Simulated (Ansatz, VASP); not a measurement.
Two plane-wave programs on AlAs

```
Al As
1.0
     0.00000    2.93937    2.93937
     2.93937    0.00000    2.93937
     2.93937    2.93937    0.00000
Al As
1 1
Direct
  0.00000 0.00000 0.00000
  0.25000 0.25000 0.25000
```

Alike in both runs: task single point; functional PBE; k mesh 6 × 6 × 6; no spin polarisation.

```csv
,VASP,Ansatz
version,VASP 6.6.1,Ansatz 0.2.0
potentials or method,"VASP PAW PBE potentials, release 64 (Al, As), cutoff 500 eV","plane waves, PAW"
occupations,"gaussian, width 0.01 eV",fixed
valence electrons in the cell,8,18
```

|  | VASP | Ansatz | Ansatz less VASP |
| --- | --- | --- | --- |
| pressure (GPa) | -4.3 | -4.4 | -0.10 |

VASP's potentials hold 8 valence electrons a cell and Ansatz's 18, so a difference there can come from the potentials and not from the codes.
